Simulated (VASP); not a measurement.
# SrCa in VASP: a series of runs, part 2 of 2

VASP 6.6.1. The steps go on from the part before.

**3. Single point, LDA**

This run uses another cell than the first one, of 67.00 Å³/atom, 1.124 times its volume.

File INCAR:

```
SYSTEM = SrCa
PREC     = Accurate       ! precision mode
ENCUT    = 520            ! plane-wave cutoff, eV
EDIFF    = 1E-6           ! SCF threshold, eV
ISMEAR   = -1             ! smearing method
SIGMA    = 0.15           ! smearing width, eV
LREAL    = .False.        ! projectors in reciprocal space
LASPH    = .True.         ! aspherical terms in the spheres
NELM     = 60             ! most SCF steps
ALGO     = Normal         ! electronic algorithm
ISIF     = 2              ! what is computed and relaxed
LWAVE    = .False.        ! write WAVECAR
LCHARG   = .True.         ! write CHGCAR
LDIPOL   = .True.       
IDIPOL   = 3            
DIPOL    = 0.5 0.5 0.500
LELF     = .True.         ! ELF
LVHAR    = .True.       
LVACPOTAV= .True.       
NBANDS   = 28             ! bands
```

File KPOINTS:

```
regular mesh
0
Gamma
  5 5 1
  0 0 0
```

File POSCAR:

```
SrCa
1.0
    4.1347482800      0.0000000000      0.0000000000
   -2.0673741400      3.5807970600      0.0000000000
    0.0000000000      0.0000000000     18.1024865450
Sr Ca
2 2
Direct
    0.3333333333      0.6666666667      0.4069880398
    0.0000000000      1.0000000000      0.7790358805
    0.0000000000      0.0000000000      0.2209641195
    0.6666666667      0.3333333333      0.5930119602
```

Potentials or basis: VASP PAW LDA potentials, release 64 (Sr_sv, Ca_sv).

On the command line:

```
$ cat potpaw_LDA.64/Sr_sv/POTCAR potpaw_LDA.64/Ca_sv/POTCAR > POTCAR
$ mpirun -np 1 vasp_std > vasp.out
```

It took 65 s on 1 thread of Intel Xeon Platinum 8375C at 2.90GHz (Ice Lake), shared host; peak memory 0.29 GiB.

Results (log left out):

| Property | Result |
| --- | --- |
| Free energy | -7.3233 eV |
| Largest force | 0.241 eV/Å |

Forces in eV/Å, atoms in the order of the input:
```
Sr   0.000  0.000 -0.084
Sr   0.000  0.000 -0.229
Ca   0.000  0.000  0.241
Ca   0.000  0.000  0.072
```

Levels at points of the mesh, in eV from the Fermi level:
```csv
k point,band 18,band 19,band 20,band 21,band 22,band 23
"(0.00, 0.00, 0.00)",-3.08,-2.38,-1.49,-0.02,0.70,0.76
```

**4. Single point, LDA**

This run uses another cell than the first one, of 74.41 Å³/atom, 1.248 times its volume.

File INCAR:

```
SYSTEM = SrCa
  PREC = Accurate
  ENCUT = 520
  EDIFF = 1E-6
  ISMEAR = -1
  SIGMA = 0.15
  LREAL = .FALSE.
  LASPH = .TRUE.
  NELM = 80
  ALGO = Normal
  ISIF = 2
  LWAVE = .FALSE.
  LCHARG = .FALSE.
  LDIPOL = .TRUE.
  IDIPOL = 3
  DIPOL = 0.5 0.5 0.500
  NBANDS = 28
```

File KPOINTS:

```
regular mesh
0
G
  5 5 1
  0 0 0
```

File POSCAR:

```
SrCa
1.0
    4.1347482800      0.0000000000      0.0000000000
   -2.0673741400      3.5807970600      0.0000000000
    0.0000000000      0.0000000000     20.1024865450
Sr Ca
2 2
Direct
    0.3333333333      0.6666666667      0.4162418165
    0.0000000000      1.0000000000      0.7512745506
    0.0000000000      0.0000000000      0.2487254494
    0.6666666667      0.3333333333      0.5837581835
```

Potentials or basis: VASP PAW LDA potentials, release 64 (Sr_sv, Ca_sv).

On the command line:

```
$ cat potpaw_LDA.64/Sr_sv/POTCAR potpaw_LDA.64/Ca_sv/POTCAR > POTCAR
$ mpirun -np 1 vasp_std > vasp.out
```

OUTCAR:

```text
SYSTEM = SrCa
   PREC = Accurate
   ENCUT = 520
   EDIFF = 1E-6
   ISMEAR = -1
   LREAL = .FALSE.
   LASPH = .TRUE.
   NELM = 80
   ISIF = 2

 ion  position               nearest neighbor table
   1  0.333  0.667  0.416-   4 4.13   4 4.13   3 4.13   3 4.13   4 4.13   3 4.13
   2  0.000  0.000  0.751-   4 4.13   4 4.13   4 4.13
   3  0.000  0.000  0.249-   1 4.13   1 4.13   1 4.13
   4  0.667  0.333  0.584-   1 4.13   1 4.13   2 4.13   2 4.13   1 4.13   2 4.13

  LATTYP: Found a hexagonal cell.
 ALAT       =     4.1347482800
 C/A-ratio  =     4.8618404758

  Lattice vectors:

[... 335 lines left out ...]
  -------------------------------------------------------------------------------------
  Total       -2.1473524     -2.1473524     -2.3013000      0.0000000      0.0000000      0.0000000
  in kB      -11.5594015    -11.5594016    -12.3881156      0.0000000      0.0000000      0.0000000
  external PRESSURE =     -11.8356395 kB  Pullay stress =       0.0000000 kB

 VOLUME and BASIS-vectors are now :
 -----------------------------------------------------------------------------
  energy-cutoff  :      520.00
  volume of cell :      297.63
      direct lattice vectors                 reciprocal lattice vectors
     4.134748280  0.000000000  0.000000000     0.241852691  0.139633716  0.000000000
    -2.067374140  3.580797060  0.000000000     0.000000000  0.279267432  0.000000000
     0.000000000  0.000000000 20.102486545     0.000000000  0.000000000  0.049745090

 POSITION                                       TOTAL-FORCE (eV/Angst)
 -----------------------------------------------------------------------------------
     -0.00000      2.38720      8.36750        -0.000000      0.000000     -0.085197
      0.00000      0.00000     15.10249         0.000000     -0.000000     -0.243610
      0.00000      0.00000      5.00000         0.000000     -0.000000      0.256223
      2.06737      1.19360     11.73499        -0.000000      0.000000      0.072585
 -----------------------------------------------------------------------------------
    total drift:                               -0.000000      0.000000     -0.000740

  FREE ENERGIE OF THE ION-ELECTRON SYSTEM (eV)
  ---------------------------------------------------
  free  energy   TOTEN  =        -7.3150849020 eV

  energy  without entropy=       -6.8952860985  energy(sigma->0) =       -7.10518550

 vacuum level on the upper side and lower side of the slab         1.933         2.074
```

OSZICAR:

```text
N       E                     dE             d eps       ncg     rms          rms(c)
DAV:   1     0.306509019227E+03    0.30651E+03   -0.18657E+04   328   0.117E+03
DAV:   2     0.177252004467E+02   -0.28878E+03   -0.28421E+03   324   0.322E+02
DAV:   3    -0.545662178688E+01   -0.23182E+02   -0.23003E+02   456   0.629E+01
[... 13 lines left out ...]
DAV:  17    -0.731499032422E+01   -0.21394E-03   -0.15355E-04   336   0.207E-02    0.956E-03
DAV:  18    -0.731506633706E+01   -0.76013E-04   -0.44029E-05   288   0.101E-02    0.154E-02
DAV:  19    -0.731507945668E+01   -0.13120E-04   -0.12894E-05   280   0.549E-03    0.123E-02
DAV:  20    -0.731508501102E+01   -0.55543E-05   -0.18851E-05   272   0.639E-03    0.493E-03
DAV:  21    -0.731508490203E+01    0.10899E-06   -0.30773E-06   240   0.318E-03
   1 F= -.73150849E+01 E0= -.71051855E+01  d E =-.419799E+00
```

stdout:

```text
POSCAR found type information on POSCAR SrCa
 POSCAR found :  2 types and       4 ions
 scaLAPACK will be used
 LDA part: xc-table for (Slater(with rela. corr.)+CA(PZ))
 , standard interpolation
 POSCAR, INCAR and KPOINTS ok, starting setup
 FFT: planning ... GRIDC
 FFT: planning ... GRID_SOFT
 FFT: planning ... GRID
 WAVECAR not read
 entering main loop
```

It took 58 s on 1 thread of Intel Xeon Platinum 8375C at 2.90GHz (Ice Lake), shared host; peak memory 0.31 GiB.

What came out:

```yaml
Free_energy: -7.3151 eV
Largest_force: 0.256 eV/Å
Band_gap_on_the_k_mesh: 0.20 eV, indirect (least direct gap 0.31 eV)
```

Forces on the atoms (eV/Å):
```
Sr   0.000  0.000 -0.085
Sr   0.000  0.000 -0.244
Ca   0.000  0.000  0.256
Ca   0.000  0.000  0.073
```

Levels at points of the mesh, in eV from the valence-band top:
```csv
k point,band 18,band 19,band 20,band 21,band 22,band 23
"(0.00, 0.00, 0.00)",-2.98,-2.25,-1.40,0.20,0.63,0.93
```

**5. Overview**

| cell | gap on the mesh (eV) | largest force (eV/Å) |
| --- | --- | --- |
| a = 4.135, b = 4.135, c = 16.102 Å, angles 90.0, 90.0, 120.0°, 4 atoms | none | 0.14 |
| a = 4.135, b = 4.135, c = 18.102 Å, angles 90.0, 90.0, 120.0°, 4 atoms | - | 0.24 |
| a = 4.135, b = 4.135, c = 20.102 Å, angles 90.0, 90.0, 120.0°, 4 atoms | 0.20 | 0.26 |

Alike in all rows: task single point; level LDA; potentials or basis VASP PAW LDA potentials, release 64 (Sr_sv, Ca_sv); no spin polarisation; k mesh 5 × 5 × 1; cutoff (eV) 520; smearing fermi-dirac 0.15 eV.

Total energies depend on the potentials used, so only differences within one code and one set of settings carry meaning.
